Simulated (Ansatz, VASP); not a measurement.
K2S in VASP and in Ansatz

```
K S
1.0
     0.00000    3.73938    3.73938
     3.73938    0.00000    3.73938
     3.73938    3.73938    0.00000
K S
2 1
Direct
  0.25000 0.25000 0.25000
  0.75000 0.75000 0.75000
  0.00000 0.00000 0.00000
```

Alike in both runs: task single point; functional r2SCAN; k mesh 6 × 6 × 6; no spin polarisation.

|  | VASP | Ansatz |
| --- | --- | --- |
| version | VASP 6.6.1 | Ansatz 0.2.0 |
| potentials or method | VASP PAW PBE potentials, release 64 (K_sv, S) | plane waves, PAW |
| plane-wave cutoff (eV) | 550 | 500 |
| occupations | gaussian, width 0.01 eV | fixed |
| valence electrons in the cell | 24 | 24 |

Ansatz gave:

| Property | Result |
| --- | --- |
| gap on the k mesh at the Fermi level (eV) | 2.68 |
| pressure (GPa) | -0.6 |

Problem. What did VASP give for the same quantities?

Solution. gap on the k mesh at the Fermi level (eV): 2.68; pressure (GPa): -0.5.

VASP's potentials were made for PBE, not for r2SCAN.
